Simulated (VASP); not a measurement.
# Hg3Pt (Pm-3m) in VASP: a series of runs

The runs below take Hg3Pt through single point, with PBE.

All numbers are computed with VASP 6.6.1; they aren't measurements. Logs are shortened: lines on timing, memory, paths and dates and some standing lists are left out, and cuts for length are marked.

**1. The cell of the first run**

It takes space group Pm-3m (No. 221, cubic). Conventional cell: a = 4.344 Å, b = 4.344 Å, c = 4.344 Å, α = 90.00°, β = 90.00°, γ = 90.00°. Within 4.0 Å of Hg (site symmetry 4/mmm) lie 8 Hg at 3.07 Å and 4 Pt at 3.07 Å. Within 4.0 Å of Pt (site symmetry m-3m) lie 12 Hg at 3.07 Å.

**2. Single point, PBE**

Input file INCAR:

```
SYSTEM = Hg3Pt
ALGO = Normal
EDIFF = 1E-7
ENCUT = 520
GGA = PE
ISIF = 2
ISMEAR = -1
LASPH = .TRUE.
LCHARG = .TRUE.
LELF = .TRUE.
LREAL = .FALSE.
LVHAR = .TRUE.
LWAVE = .FALSE.
NBANDS = 31
NELM = 60
PREC = Accurate
SIGMA = 0.05
```

Input file KPOINTS:

```
k-points
0
G
  6 6 6
  0 0 0
```

Input file POSCAR:

```
Hg3Pt
1.0
    4.3442210000      0.0000000000      0.0000000000
    0.0000000000      4.3442210000      0.0000000000
    0.0000000000      0.0000000000      4.3442210000
Hg Pt
3 1
Direct
    0.5000000000      0.5000000000      0.0000000000
    0.5000000000      0.0000000000      0.5000000000
    0.0000000000      0.5000000000      0.5000000000
    0.0000000000      0.0000000000      0.0000000000
```

Potentials or basis: VASP PAW PBE potentials, release 64 (Hg, Pt).

Command:

```bash
$ cat potpaw_PBE.64/Hg/POTCAR potpaw_PBE.64/Pt/POTCAR > POTCAR
$ mpirun -np 1 vasp_std > vasp.out
```

OUTCAR:

```text
SYSTEM = Hg3Pt
   EDIFF = 1E-7
   ENCUT = 520
   GGA = PE
   ISIF = 2
   ISMEAR = -1
   LASPH = .TRUE.
   LREAL = .FALSE.
   NELM = 60
   PREC = Accurate

 ion  position               nearest neighbor table
   1  0.500  0.500  0.000-   2 3.07   3 3.07   4 3.07   2 3.07   3 3.07   2 3.07   4 3.07   2 3.07
                             3 3.07   4 3.07   3 3.07   4 3.07
   2  0.500  0.000  0.500-   1 3.07   3 3.07   4 3.07   1 3.07   4 3.07   1 3.07   3 3.07   1 3.07
                             3 3.07   4 3.07   4 3.07   3 3.07
   3  0.000  0.500  0.500-   1 3.07   2 3.07   4 3.07   1 3.07   4 3.07   2 3.07   4 3.07   4 3.07
                             1 3.07   2 3.07   1 3.07   2 3.07
   4  0.000  0.000  0.000-   1 3.07   2 3.07   3 3.07   2 3.07   3 3.07   1 3.07   3 3.07   3 3.07
                             1 3.07   2 3.07   2 3.07   1 3.07

  LATTYP: Found a simple cubic cell.
 ALAT       =     4.3442210000

  Lattice vectors:

 A1 = (   4.3442210000,   0.0000000000,   0.0000000000)
 A2 = (   0.0000000000,   4.3442210000,   0.0000000000)
 A3 = (   0.0000000000,   0.0000000000,   4.3442210000)

Analysis of symmetry for initial positions (statically):
=====================================================================
 Subroutine PRICEL returns:
 Original cell was already a primitive cell.

 Routine SETGRP: Setting up the symmetry group for a
 simple cubic supercell.

 Subroutine GETGRP returns: Found 48 space group operations
 (whereof 48 operations were pure point group operations)
 out of a pool of 48 trial point group operations.

The static configuration has the point symmetry O_h .

Analysis of symmetry for dynamics (positions and initial velocities):
=====================================================================
 Subroutine PRICEL returns:
 Original cell was already a primitive cell.

 Routine SETGRP: Setting up the symmetry group for a
 simple cubic supercell.

 Subroutine GETGRP returns: Found 48 space group operations
 (whereof 48 operations were pure point group operations)
 out of a pool of 48 trial point group operations.

The dynamic configuration has the point symmetry O_h .

 Subroutine INISYM returns: Found 48 space group operations
 (whereof 48 operations are pure point group operations),
 and found     1 'primitive' translations

----------------------------------------------------------------------------------------

[... 88 lines left out ...]
   LASPH  =      T    aspherical Exc in radial PAW
   ENCUT  =  520.0 eV  38.22 Ry    6.18 a.u.   8.08  8.08  8.08*2*pi/ulx,y,z
   NELM   =     60;   NELMIN=  2; NELMDL= -5     # of ELM steps
   EDIFF  = 0.1E-06   stopping-criterion for ELM
   LREAL  =      F    real-space projection
   EDIFFG = 0.1E-05   stopping-criterion for IOM
   NSW    =      0    number of steps for IOM
   IBRION =     -1    ionic relax: 0-MD 1-quasi-New 2-CG
   NFREE  =      0    steps in history (QN), initial steepest desc. (CG)
   ISIF   =      2    stress and relaxation
   ISYM   =      2    0-nonsym 1-usesym 2-fastsym
   POTIM  = 0.5000    time-step for ionic-motion
   TEBEG  =    0.0;   TEEND  =   0.0 temperature during run
   PSTRESS=    0.0 pullay stress
   NELECT =      46.0000    total number of electrons
   NUPDOWN=      -1.0000    fix difference up-down
   EMIN   =  10.00;   EMAX   =-10.00  energy-range for DOS
   EFERMI =   0.00;   METHOD = LEGACY
   ISMEAR =    -1;   SIGMA  =   0.05  broadening in eV -4-tet -1-fermi 0-gaus
   EFERMI_NEDOS =   21; number of points for ismear=-14 and -15
   IALGO  =     38    algorithm
   IMIX   =      4    mixing-type and parameters
     AMIX     =   0.40;   BMIX     =  1.00
     AMIX_MAG =   1.60;   BMIX_MAG =  1.00
  volume/ion in A,a.u.               =      20.50       138.32
  Fermi-wavevector in a.u.,A,eV,Ry     =   1.350254  2.551610 24.805956  1.823186
  Thomas-Fermi vector in A             =   2.477774
   LORBIT       =      0    0 simple, 1 ext, 2 COOP (PROOUT), +10 PAW based schemes
   GGA     = PE    functional components
   LHFCALC =     F    Hartree Fock is set to
   AEXX    =    0.0000 exact exchange contribution
   IVDW    =     0    specifies the selected vdW correction
   LEPSILON=     F    determine dielectric tensor
   LRPA    =     F    only Hartree local field effects (RPA)
 non-spin polarized calculation
  energy-cutoff  :      520.00
  volume of cell :       81.99
 maximum number of plane-waves:      2272
   NGX = 17   NGY = 17   NGZ = 17

 number of electron      45.9999994 magnetization

 Free energy of the ion-electron system (eV)
  ---------------------------------------------------
  ext. energy  EPLUGINS =         0.00000000
  ---------------------------------------------------
  free energy    TOTEN  =        -5.77612021 eV

  energy without entropy =       -5.76191456  energy(sigma->0) =       -5.76901739

 E-fermi :   4.6917     XC(G=0): -11.6793

 val. band max:        4.6736276814   @ k =   0.3333   0.1667   0.0000
 cond. band min:       4.7455511282   @ k =   0.5000   0.3333   0.3333
 fundamental gap:      0.0719234468
 Fermi energy:         4.6916511814

 k-point     1 :       0.0000    0.0000    0.0000
  band No.  band energies     occupation
      1      -5.1286      2.00000
      2      -3.9859      2.00000
      3      -3.7222      2.00000
      4      -3.7222      2.00000
      5      -3.7222      2.00000
      6      -3.4731      2.00000
[... 669 lines left out ...]
     30      17.9659      0.00000
     31      17.9659      0.00000

------------------------ aborting loop because EDIFF is reached ----------------------------------------

  FORCE on cell =-STRESS in cart. coord.  units (eV):
  Direction    XX          YY          ZZ          XY          YZ          ZX
  --------------------------------------------------------------------------------------
  -------------------------------------------------------------------------------------
  Total       -0.3957735     -0.3957735     -0.3957735     -0.0000000      0.0000000     -0.0000000
  in kB       -7.7343103     -7.7343103     -7.7343103     -0.0000000      0.0000000     -0.0000000
  external PRESSURE =      -7.7343103 kB  Pullay stress =       0.0000000 kB

 VOLUME and BASIS-vectors are now :
 -----------------------------------------------------------------------------
  energy-cutoff  :      520.00
  volume of cell :       81.99
      direct lattice vectors                 reciprocal lattice vectors
     4.344221000  0.000000000  0.000000000     0.230190867  0.000000000  0.000000000
     0.000000000  4.344221000  0.000000000     0.000000000  0.230190867  0.000000000
     0.000000000  0.000000000  4.344221000     0.000000000  0.000000000  0.230190867

 POSITION                                       TOTAL-FORCE (eV/Angst)
 -----------------------------------------------------------------------------------
      2.17211      2.17211      0.00000         0.000000      0.000000      0.000000
      2.17211      0.00000      2.17211         0.000000      0.000000      0.000000
      0.00000      2.17211      2.17211         0.000000      0.000000      0.000000
      0.00000      0.00000      0.00000         0.000000      0.000000      0.000000
 -----------------------------------------------------------------------------------
    total drift:                                0.000000     -0.000000     -0.000000

  FREE ENERGIE OF THE ION-ELECTRON SYSTEM (eV)
  ---------------------------------------------------
  free  energy   TOTEN  =        -5.7761202150 eV

  energy  without entropy=       -5.7619145640  energy(sigma->0) =       -5.76901739
```

OSZICAR:

```text
N       E                     dE             d eps       ncg     rms          rms(c)
DAV:   1     0.376593828536E+03    0.37659E+03   -0.23348E+04  1248   0.145E+03
DAV:   2     0.533114893792E+01   -0.37126E+03   -0.35011E+03  1317   0.379E+02
DAV:   3    -0.627394670791E+01   -0.11605E+02   -0.11456E+02  1436   0.733E+01
DAV:   4    -0.633176572787E+01   -0.57819E-01   -0.57808E-01  1352   0.459E+00
DAV:   5    -0.633216355515E+01   -0.39783E-03   -0.39782E-03  1471   0.430E-01    0.109E+01
DAV:   6    -0.586513843255E+01    0.46703E+00   -0.17549E+00  1400   0.124E+01    0.922E+00
DAV:   7    -0.580056077036E+01    0.64578E-01   -0.49913E-01  1317   0.390E+00    0.499E+00
DAV:   8    -0.577753321013E+01    0.23028E-01   -0.10762E-01  1317   0.248E+00    0.126E+00
DAV:   9    -0.577617133843E+01    0.13619E-02   -0.14414E-02  1380   0.121E+00    0.223E-01
DAV:  10    -0.577608168574E+01    0.89653E-04   -0.35640E-04  1346   0.113E-01    0.105E-01
DAV:  11    -0.577612039323E+01   -0.38707E-04   -0.92531E-05  1373   0.701E-02    0.117E-02
DAV:  12    -0.577611953374E+01    0.85949E-06   -0.59266E-06  1408   0.197E-02    0.814E-03
DAV:  13    -0.577612029033E+01   -0.75659E-06   -0.11974E-06  1359   0.867E-03    0.216E-03
DAV:  14    -0.577612021496E+01    0.75369E-07   -0.73511E-08   788   0.248E-03
   1 F= -.57761202E+01 E0= -.57690174E+01  d E =-.142057E-01
```

stdout:

```text
POSCAR found type information on POSCAR HgPt
 POSCAR found :  2 types and       4 ions
 scaLAPACK will be used
 LDA part: xc-table for (Slater+PW92), standard interpolation
 POSCAR, INCAR and KPOINTS ok, starting setup
 FFT: planning ... GRIDC
 FFT: planning ... GRID_SOFT
 FFT: planning ... GRID
 WAVECAR not read
 entering main loop
```

It took 16 s on 1 thread of Intel Xeon 6975P-C (Granite Rapids), shared host; peak memory 0.2 GiB.

What came out:

```yaml
Free_energy: -5.7761 eV
Pressure: -0.8 GPa
Band_gap_on_the_k_mesh: zero (bands 23 and 24 overlap by 2.72 eV)
```

Levels at points of the mesh, in eV from the Fermi level:
| k point | band 19 | band 20 | band 21 | band 22 | band 23 | band 24 | band 25 | band 26 | band 27 | band 28 |
| --- | --- | --- | --- | --- | --- | --- | --- | --- | --- | --- |
| (0.00, 0.00, 0.00) | -1.55 | -1.55 | -1.55 | -0.12 | -0.12 | -0.12 | 2.05 | 2.05 | 3.18 | 7.60 |
| (0.50, 0.00, 0.00) | -2.62 | -2.40 | -1.96 | -1.60 | 0.94 | 2.65 | 3.91 | 3.91 | 4.02 | 4.02 |
| (0.50, 0.50, 0.00) | -3.68 | -2.42 | -2.42 | -1.95 | -1.11 | -0.63 | 5.03 | 5.54 | 5.54 | 6.21 |
| (0.50, 0.50, 0.50) | -2.30 | -1.63 | -1.63 | -1.52 | -1.52 | -1.52 | 0.47 | 0.47 | 0.47 | 0.94 |

Caveat: spin-orbit coupling is left out, which moves the levels of the heavy elements.

**3. Single point, PBE**

This run uses another cell than the first one, of 20.91 Å³/atom.

Input file INCAR:

```
SYSTEM = Hg3Pt
PREC = Accurate
ENCUT = 520
EDIFF = 1E-6
ISMEAR = -1
SIGMA = 0.05
LREAL = .False.
LASPH = .True.
NELM = 60
ALGO = Fast
ISIF = 2
LWAVE = .False.
LCHARG = .True.
GGA = PE
LELF = .True.
LVHAR = .True.
NBANDS = 31
```

Input file KPOINTS:

```
Automatic mesh
0
Gamma
  6 6 6
  0 0 0
```

Input file POSCAR:

```
Hg3Pt
1.0
    4.3729915139      0.0000000000      0.0000000000
    0.0000000000      4.3729915139      0.0000000000
    0.0000000000      0.0000000000      4.3729915139
Hg Pt
3 1
Direct
    0.5000000000      0.5000000000      0.0000000000
    0.5000000000      0.0000000000      0.5000000000
    0.0000000000      0.5000000000      0.5000000000
    0.0000000000      0.0000000000      0.0000000000
```

Potentials or basis: VASP PAW PBE potentials, release 64 (Hg, Pt).

Command:

```bash
$ cat potpaw_PBE.64/Hg/POTCAR potpaw_PBE.64/Pt/POTCAR > POTCAR
$ mpirun -np 1 vasp_std > vasp.out
```

Run time: 22 s. Hardware: 1 thread of Intel Xeon 6975P-C (Granite Rapids), shared host; peak memory 0.22 GiB.

It converged, with:

```
Free energy            : -5.7615 eV
Pressure               : -2.3 GPa
Band gap on the k mesh : zero (bands 23 and 24 overlap by 2.55 eV)
```

Levels at points of the mesh, in eV from the Fermi level:
```
           k point  band 20  band 21  band 22  band 23  band 24  band 25  band 26  band 27
(0.00, 0.00, 0.00)    -1.52    -1.52    -0.05    -0.05    -0.05     1.95     1.95     3.08
(0.50, 0.00, 0.00)    -2.33    -1.90    -1.57     0.87     2.57     3.88     3.88     3.99
(0.50, 0.50, 0.00)    -2.34    -2.34    -1.88    -1.10    -0.62     4.95     5.47     5.47
(0.50, 0.50, 0.50)    -1.59    -1.59    -1.42    -1.42    -1.42     0.43     0.43     0.43
```

Caveat: spin-orbit coupling is left out, which moves the levels of the heavy elements.
